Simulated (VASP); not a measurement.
Here is a VASP 6.6.1 calculation.

The input INCAR:

```
ALGO = Normal
EDIFF = 1E-8
ENCUT = 520
GGA_COMPAT = F
ISIF = 2
ISMEAR = -1
LASPH = T
LCHARG = F
LEFG = T
LREAL = F
LWAVE = F
NBANDS = 28
NELM = 120
PREC = Accurate
SIGMA = 0.01
```

File KPOINTS:

```
k-points
0
Gamma
  5 5 5
```

The input POSCAR:

```
KTaO3
1.0
    3.9343974464      0.0000000000      0.0000000000
    0.0000000000      3.9343974464      0.0000000000
    0.0000000000      0.0000000000      3.9343974464
K Ta O
1 1 3
Direct
    0.5000000000      0.5000000000      0.5000000000
    0.0000000000      0.0000000000      0.0000000000
    0.5000000000      0.0000000000      0.0000000000
    0.0000000000      0.5000000000      0.0000000000
    0.0000000000      0.0000000000      0.5000000000
```

Potentials or basis: VASP PAW LDA potentials, release 64 (K_sv, Ta_sv_GW, O).

Run with:

```bash
$ cat potpaw_LDA.64/K_sv/POTCAR potpaw_LDA.64/Ta_sv_GW/POTCAR potpaw_LDA.64/O/POTCAR > POTCAR
$ mpirun -np 1 vasp_std > vasp.out
```

Problem. Predict the band gap on the k mesh.

Solution. 2.25 eV (least direct gap 2.72 eV).

Problem. Estimate the pressure.

Solution. 4.0 GPa.

Electric field gradients, principal values (V/Å²):
```tsv
atom	least	middle	greatest (by size)
1 K	0.000	0.000	0.000
2 Ta	0.000	0.000	0.000
3 O	-4.017	-4.017	8.034
4 O	-4.017	-4.017	8.034
5 O	-4.017	-4.017	8.034
```

Caveat: the cell stands under pressure; without QUAD_EFG the Cq values of the log hold for a quadrupole moment of 1 mb, not for the nuclei; spin-orbit coupling is left out, which moves the levels of the heavy elements; an odd mesh through Γ misses points on the zone boundary, where band edges can lie.
